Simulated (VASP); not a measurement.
## Co3Sn2Se2: single point with PBE

Crystal: Co3Sn2Se2.

```xyz
7
Lattice="2.7538 4.7697 0.0000 -2.7538 4.7697 0.0000 0.0000 -3.1798 4.4985" Properties=species:S:1:pos:R:3 pbc="T T T"
Co    0.0000   -1.5899    2.2492
Co    1.3769    0.7950    2.2492
Co   -1.3769    0.7950    2.2492
Se    0.0000    0.0000    3.8192
Se    0.0000    6.3596    0.6793
Sn    0.0000    3.1798    2.2492
Sn    0.0000    0.0000    0.0000
```

```json
{"Program": "VASP 6.6.1", "Task": "single point", "Functional": "PBE", "Potentials or basis": "VASP PAW PBE potentials, release 64 (Co, Se, Sn_d)", "Cutoff": "520 eV", "k mesh": "4 × 4 × 4", "Occupations": "fermi-dirac, width 0.1 eV", "Spin": "no spin polarisation"}
```

The pressure is 2.1 GPa. The largest force is 1.046 eV/Å.

Forces on the atoms (eV/Å):
```
Co   0.000  0.000  0.000
Co   0.000  0.000  0.000
Co   0.000  0.000  0.000
Se   0.000  0.000  1.046
Se   0.000  0.000 -1.046
Sn   0.000  0.000  0.000
Sn   0.000  0.000  0.000
```

Stress tensor (GPa, compression positive):
```
0.44 0.00 0.00
0.00 0.44 0.00
0.00 0.00 5.33
```

Levels at points of the mesh, in eV from the Fermi level:
```
           k point  band 29  band 30  band 31  band 32  band 33  band 34  band 35  band 36  band 37  band 38
(0.00, 0.00, 0.00)    -1.25    -1.25    -0.85    -0.73    -0.73    -0.04     0.08     0.19     0.19     0.57
(0.50, 0.00, 0.00)    -0.99    -0.93    -0.78    -0.74    -0.28     0.05     0.34     0.43     1.54     1.88
(0.50, 0.50, 0.00)    -1.00    -0.86    -0.81    -0.79    -0.67    -0.10     0.55     1.04     2.27     2.34
(0.00, 0.00, 0.50)    -0.88    -0.76    -0.76    -0.26    -0.26    -0.05     0.37     0.37     1.23     2.47
```

Run time: 71 s on 1 thread of Intel(R) Xeon(R) Platinum 8488C (Sapphire Rapids) (shared host), peak memory 0.28 GiB.

Caveat: spin-orbit coupling is left out, which moves the levels of the heavy elements; the run has no spin polarisation, though such a crystal can be magnetic; forces of over 1 eV/Å act on the atoms, so gaps and moduli don't describe the material at rest. Spin polarisation is off, so any magnetic state and its effect on volume and gap are missing.
